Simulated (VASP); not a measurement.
# Hf (I4/mmm) in VASP: a series of runs

Runs on Hf. Level: PBEsol. Tasks: single point.

All numbers are computed with VASP 6.6.1; they aren't measurements. Logs are shortened: lines on timing, memory, paths and dates and some standing lists are left out, and cuts for length are marked.

## 1. The cell of the first run

It takes space group I4/mmm (No. 139, tetragonal). Conventional cell: a = 3.308 Å, b = 3.308 Å, c = 4.300 Å, α = 90.00°, β = 90.00°, γ = 90.00°. Hf (site symmetry 4/mmm) has 14 Hf at 3.18 to 4.30 Å within 4.4 Å.

## 2. Single point, PBEsol

INCAR reads:

```
SYSTEM = Hf
ALGO = Fast
EDIFF = 1E-6
ENCUT = 520
GGA = PS
ISIF = 2
ISMEAR = 0
LASPH = .True.
LCHARG = .False.
LREAL = .False.
LWAVE = .False.
NBANDS = 11
NELM = 80
PREC = Accurate
SIGMA = 0.15
```

KPOINTS reads:

```
k-points
0
Gamma
  20 20 20
  0 0 0
```

POSCAR reads:

```
Hf
1.0
   -1.6538498904      1.6538498904      2.1500048575
    1.6538498904     -1.6538498904      2.1500048575
    1.6538498904      1.6538498904     -2.1500048575
Hf
1
Direct
    0.0000000000      0.0000000000      0.0000000000
```

Potentials or basis: VASP PAW PBE potentials, release 64 (Hf_pv).

On the command line:

```bash
$ cat potpaw_PBE.64/Hf_pv/POTCAR > POTCAR
$ mpirun -np 1 vasp_std > vasp.out
```

OUTCAR:

```text
SYSTEM = Hf
   EDIFF = 1E-6
   ENCUT = 520
   GGA = PS
   ISIF = 2
   ISMEAR = 0
   LASPH = .True.
   LREAL = .False.
   NELM = 80
   PREC = Accurate

 ion  position               nearest neighbor table
   1  0.000  0.000  0.000-

  LATTYP: Found a body centered tetragonal cell.
 ALAT       =     3.3076997808
 C/A-ratio  =     1.3000000000

  Lattice vectors:

 A1 = (  -1.6538498904,   1.6538498904,   2.1500048575)
 A2 = (   1.6538498904,  -1.6538498904,   2.1500048575)
 A3 = (   1.6538498904,   1.6538498904,  -2.1500048575)

Analysis of symmetry for initial positions (statically):
=====================================================================
 Subroutine PRICEL returns:
 Original cell was already a primitive cell.

 Routine SETGRP: Setting up the symmetry group for a
 body centered tetragonal supercell.

 Subroutine GETGRP returns: Found 16 space group operations
 (whereof 16 operations were pure point group operations)
 out of a pool of 16 trial point group operations.

The static configuration has the point symmetry D_4h.

Analysis of symmetry for dynamics (positions and initial velocities):
=====================================================================
 Subroutine PRICEL returns:
 Original cell was already a primitive cell.

 Routine SETGRP: Setting up the symmetry group for a
 body centered tetragonal supercell.

 Subroutine GETGRP returns: Found 16 space group operations
 (whereof 16 operations were pure point group operations)
 out of a pool of 16 trial point group operations.

The dynamic configuration has the point symmetry D_4h.

 Subroutine INISYM returns: Found 16 space group operations
 (whereof 16 operations are pure point group operations),
 and found     1 'primitive' translations

----------------------------------------------------------------------------------------

                                     Primitive cell

  volume of cell :      23.5229

  direct lattice vectors                    reciprocal lattice vectors
    -1.653849890  1.653849890  2.150004857     0.000000000  0.302324898  0.232557614
     1.653849890 -1.653849890  2.150004857     0.302324898  0.000000000  0.232557614
     1.653849890  1.653849890 -2.150004857     0.302324898  0.302324898  0.000000000

  length of vectors
     3.176941895  3.176941895  3.176941895     0.381422847  0.381422847  0.427551971

  position of ions in fractional coordinates (direct lattice)
     0.000000000  0.000000000  0.000000000

  ion indices of the primitive-cell ions
   primitive index   ion index
                 1           1

----------------------------------------------------------------------------------------

 KPOINTS: k-points

Automatic generation of k-mesh.
 Grid dimensions read from file:
 generate k-points for:   20   20   20

 Generating k-lattice:

  Cartesian coordinates                     Fractional coordinates (reciprocal lattice)
     0.000000000  0.015116245  0.011627881     0.050000000 -0.000000000  0.000000000
     0.015116245  0.000000000  0.011627881    -0.000000000  0.050000000  0.000000000
     0.015116245  0.015116245  0.000000000     0.000000000  0.000000000  0.050000000

  Length of vectors
     0.019071142  0.019071142  0.021377599

  Shift w.r.t. Gamma in fractional coordinates (k-lattice)
     0.000000000  0.000000000  0.000000000

 Subroutine IBZKPT returns following result:
 ===========================================

 Found    641 irreducible k-points:

 Following reciprocal coordinates:
            Coordinates               Weight
  0.000000  0.000000  0.000000      1.000000
  0.050000 -0.000000  0.000000      8.000000
  0.100000 -0.000000  0.000000      8.000000
  0.150000 -0.000000  0.000000      8.000000
  0.200000 -0.000000  0.000000      8.000000
  0.250000  0.000000  0.000000      8.000000
[... 16 lines left out ...]
 -0.400000  0.050000  0.000000     16.000000
 -0.350000  0.050000 -0.000000     16.000000
 [... further k-points ...]
   k-points           NKPTS =    641   k-points in BZ     NKDIM =    641   number of bands    NBANDS=     11
   number of dos      NEDOS =    301   number of ions     NIONS =      1
   total plane-waves  NPLWV =  13824
   dimension x,y,z NGX =    24 NGY =   24 NGZ =   24
   dimension x,y,z NGXF=    48 NGYF=   48 NGZF=   48
   ions per type =               1
   NGX,Y,Z   is equivalent  to a cutoff of  12.56, 12.56, 12.56 a.u.
   NGXF,Y,Z  is equivalent  to a cutoff of  25.12, 25.12, 25.12 a.u.
 SYSTEM =  Hf
   PREC   = accura    normal or accurate (medium, high low for compatibility)
   ISTART =      0    job   : 0-new  1-cont  2-samecut
   ICHARG =      2    charge: 1-file 2-atom 10-const
   ISPIN  =      1    spin polarized calculation?
   LNONCOLLINEAR =      F non collinear calculations
   LSORBIT =      F    spin-orbit coupling
   LASPH  =      T    aspherical Exc in radial PAW
   ENCUT  =  520.0 eV  38.22 Ry    6.18 a.u.   5.91  5.91  5.91*2*pi/ulx,y,z
   NELM   =     80;   NELMIN=  2; NELMDL= -5     # of ELM steps
   EDIFF  = 0.1E-05   stopping-criterion for ELM
   LREAL  =      F    real-space projection
   EDIFFG = 0.1E-04   stopping-criterion for IOM
   NSW    =      0    number of steps for IOM
   IBRION =     -1    ionic relax: 0-MD 1-quasi-New 2-CG
   NFREE  =      0    steps in history (QN), initial steepest desc. (CG)
   ISIF   =      2    stress and relaxation
   ISYM   =      2    0-nonsym 1-usesym 2-fastsym
   POTIM  = 0.5000    time-step for ionic-motion
   TEBEG  =    0.0;   TEEND  =   0.0 temperature during run
   PSTRESS=    0.0 pullay stress
   NELECT =      10.0000    total number of electrons
   NUPDOWN=      -1.0000    fix difference up-down
   EMIN   =  10.00;   EMAX   =-10.00  energy-range for DOS
   EFERMI =   0.00;   METHOD = LEGACY
   ISMEAR =     0;   SIGMA  =   0.15  broadening in eV -4-tet -1-fermi 0-gaus
   EFERMI_NEDOS =   21; number of points for ismear=-14 and -15
   IALGO  =     68    algorithm
   IMIX   =      4    mixing-type and parameters
     AMIX     =   0.40;   BMIX     =  1.00
     AMIX_MAG =   1.60;   BMIX_MAG =  1.00
  volume/ion in A,a.u.               =      23.52       158.74
  Fermi-wavevector in a.u.,A,eV,Ry     =   1.230961  2.326179 20.616432  1.515265
  Thomas-Fermi vector in A             =   2.365789
   LORBIT       =      0    0 simple, 1 ext, 2 COOP (PROOUT), +10 PAW based schemes
   GGA     = PS    functional components
   LHFCALC =     F    Hartree Fock is set to
   AEXX    =    0.0000 exact exchange contribution
   IVDW    =     0    specifies the selected vdW correction
   LEPSILON=     F    determine dielectric tensor
   LRPA    =     F    only Hartree local field effects (RPA)
 non-spin polarized calculation
 RMM-DIIS sequential band-by-band and
 Gauss-broadening in eV      SIGMA  =   0.15
  energy-cutoff  :      520.00
  volume of cell :       23.52
 maximum number of plane-waves:       646
   NGX = 11   NGY = 11   NGZ = 11

 number of electron      10.0000001 magnetization

 Free energy of the ion-electron system (eV)
  ---------------------------------------------------
  ext. energy  EPLUGINS =         0.00000000
  ---------------------------------------------------
  free energy    TOTEN  =       -10.36877306 eV

  energy without entropy =      -10.34903550  energy(sigma->0) =      -10.35890428

 E-fermi :   4.2286     XC(G=0): -11.1664

 val. band max:        4.2282134655   @ k =  -0.3000   0.3500   0.2000
 cond. band min:       4.2291023036   @ k =   0.5000   0.5000   0.2500
 fundamental gap:      0.0008888382
 Fermi energy:         4.2286459096

 k-point     1 :       0.0000    0.0000    0.0000
  band No.  band energies     occupation
      1     -25.9141      2.00000
      2     -25.9141      2.00000
      3     -25.9098      2.00000
      4      -2.7970      2.00000
      5       5.3642      0.00000
      6       5.3642      0.00000
      7       6.2267      0.00000
      8       7.5415      0.00000
      9       8.7281      0.00000
     10      15.5444      0.00000
     11      18.8601      0.00000

 k-point     2 :       0.0500   -0.0000    0.0000
  band No.  band energies     occupation
      1     -25.9306      2.00000
      2     -25.9174      2.00000
      3     -25.9125      2.00000
      4      -2.7138      2.00000
      5       5.3316      0.00000
      6       5.4019      0.00000
      7       6.2121      0.00000
      8       7.5138      0.00000
      9       8.6725      0.00000
     10      15.7313      0.00000
     11      18.7153      0.00000

 k-point     3 :       0.1000   -0.0000    0.0000
  band No.  band energies     occupation
      1     -25.9822      2.00000
      2     -25.9270      2.00000
      3     -25.9164      2.00000
      4      -2.4692      2.00000
      5       5.2021      0.00000
      6       5.4966      0.00000
      7       6.2173      0.00000
      8       7.4600      0.00000
      9       8.5306      0.00000
     10      16.2372      0.00000
     11      18.1597      0.00000

 k-point     4 :       0.1500   -0.0000    0.0000
  band No.  band energies     occupation
      1     -26.0619      2.00000
      2     -25.9419      2.00000
      3     -25.9223      2.00000
      4      -2.0791      2.00000
      5       4.9587      0.00000
      6       5.5888      0.00000
      7       6.2927      0.00000
      8       7.4653      0.00000
      9       8.3696      0.00000
     10      16.7243      0.00000
     11      17.6182      0.00000
[... 239 lines left out ...]
 k-point    22 :      -0.4500    0.0500   -0.0000
  band No.  band energies     occupation
      1     -26.5686      2.00000
      2     -26.0471      2.00000
      3     -25.9697      2.00000
      4       0.7034      2.00000
      5       4.4445      0.04179
      6       4.9363      0.00000
      7       6.0460      0.00000
      8       9.7327      0.00000
      9      10.1638      0.00000
     10      13.2998      0.00000
     11      15.4435      0.00000

 k-point    23 :      -0.4000    0.0500    0.0000
  band No.  band energies     occupation
      1     -26.5122      2.00000
      2     -26.0340      2.00000
      3     -25.9668      2.00000
      4       0.4361      2.00000
      5       4.2638      0.74004
      6       5.0236      0.00000
      7       6.1397      0.00000
      8       9.3324      0.00000
      9       9.6869      0.00000
     10      13.8697      0.00000
     11      16.0913      0.00000

 k-point    24 :      -0.3500    0.0500   -0.0000
  band No.  band energies     occupation
      1     -26.4318      2.00000
      2     -26.0164      2.00000
      3     -25.9614      2.00000
      4       0.0027      2.00000
      5       4.1735      1.39721
      6       5.1760      0.00000
      7       6.2560      0.00000
      8       8.7488      0.00000
      9       9.2286      0.00000
     10      14.5261      0.00000
     11      17.0644      0.00000

 [... further k-points ...]
[... 5 lines left out ...]
  --------------------------------------------------------------------------------------
  -------------------------------------------------------------------------------------
  Total       -1.4263906     -1.4263906     -0.8801897      0.0000000      0.0000000      0.0000000
  in kB      -97.1532751    -97.1532751    -59.9508342      0.0000000      0.0000000      0.0000000
  external PRESSURE =     -84.7524614 kB  Pullay stress =       0.0000000 kB

 VOLUME and BASIS-vectors are now :
 -----------------------------------------------------------------------------
  energy-cutoff  :      520.00
  volume of cell :       23.52
      direct lattice vectors                 reciprocal lattice vectors
    -1.653849890  1.653849890  2.150004857     0.000000000  0.302324898  0.232557614
     1.653849890 -1.653849890  2.150004857     0.302324898  0.000000000  0.232557614
     1.653849890  1.653849890 -2.150004857     0.302324898  0.302324898  0.000000000

 POSITION                                       TOTAL-FORCE (eV/Angst)
 -----------------------------------------------------------------------------------
      0.00000      0.00000      0.00000         0.000000      0.000000     -0.000000
 -----------------------------------------------------------------------------------
    total drift:                               -0.000000      0.000000      0.000000

  FREE ENERGIE OF THE ION-ELECTRON SYSTEM (eV)
  ---------------------------------------------------
  free  energy   TOTEN  =       -10.3687730638 eV

  energy  without entropy=      -10.3490355049  energy(sigma->0) =      -10.35890428
```

Run time: 74 s. Hardware: 1 thread of AMD EPYC 9R45 (Zen 5), shared host; peak memory 0.24 GiB.

What came out:

* Free energy: -10.3688 eV
* Pressure: -8.5 GPa
* Band gap on the k mesh: zero (bands 5 and 6 overlap by 1.92 eV)

Caveat: the cell stands under tension; the PAW data sets were made with another functional, which shifts forces and pressure a little; spin-orbit coupling is left out, which moves the levels of the heavy elements.

## 3. Single point, PBEsol

INCAR reads:

```
SYSTEM = Hf
ALGO = Fast ; EDIFF = 1E-7
ENCUT = 520 ; GGA = PS
ISIF = 2 ; ISMEAR = 0
LASPH = .TRUE. ; LCHARG = .FALSE.
LREAL = .FALSE. ; LWAVE = .FALSE.
NBANDS = 11 ; NELM = 100
PREC = Accurate ; SIGMA = 0.15
```

KPOINTS reads:

```
k-points
0
G
  20 20 20
  0 0 0
```

POSCAR reads:

```
Hf
1.0
   -1.8558716195      1.8558716195      1.7074018899
    1.8558716195     -1.8558716195      1.7074018899
    1.8558716195      1.8558716195     -1.7074018899
Hf
1
Direct
    0.0000000000      0.0000000000      0.0000000000
```

Potentials or basis: VASP PAW PBE potentials, release 64 (Hf_pv).

On the command line:

```bash
$ cat potpaw_PBE.64/Hf_pv/POTCAR > POTCAR
$ mpirun -np 1 vasp_std > vasp.out
```

Run time: 90 s. Hardware: 1 thread of AMD EPYC 9R45 (Zen 5), shared host; peak memory 0.24 GiB.

It converged, with:

```
Free energy            : -10.2905 eV
Pressure               : -9.2 GPa
Band gap on the k mesh : zero (bands 5 and 6 overlap by 1.99 eV)
```

Stress tensor (GPa, compression positive):
```
 -7.90   0.00   0.00
  0.00  -7.90   0.00
  0.00   0.00 -11.67
```

Levels at points of the mesh, in eV from the Fermi level:
```
           k point  band 3  band 4  band 5  band 6  band 7  band 8
(0.00, 0.00, 0.00)  -30.00   -6.91    0.89    1.80    1.80    3.41
(0.50, 0.00, 0.00)  -30.04   -3.21   -0.73    1.07    3.95    5.40
(0.50, 0.50, 0.00)  -29.99   -3.37    0.21    0.58    3.12    4.46
(0.50, 0.50, 0.50)  -30.42   -2.48   -2.30    6.19    6.19    6.30
```

Caveat: the cell stands under tension; the PAW data sets were made with another functional, which shifts forces and pressure a little; spin-orbit coupling is left out, which moves the levels of the heavy elements.

(Continued in part 2 of 2.)
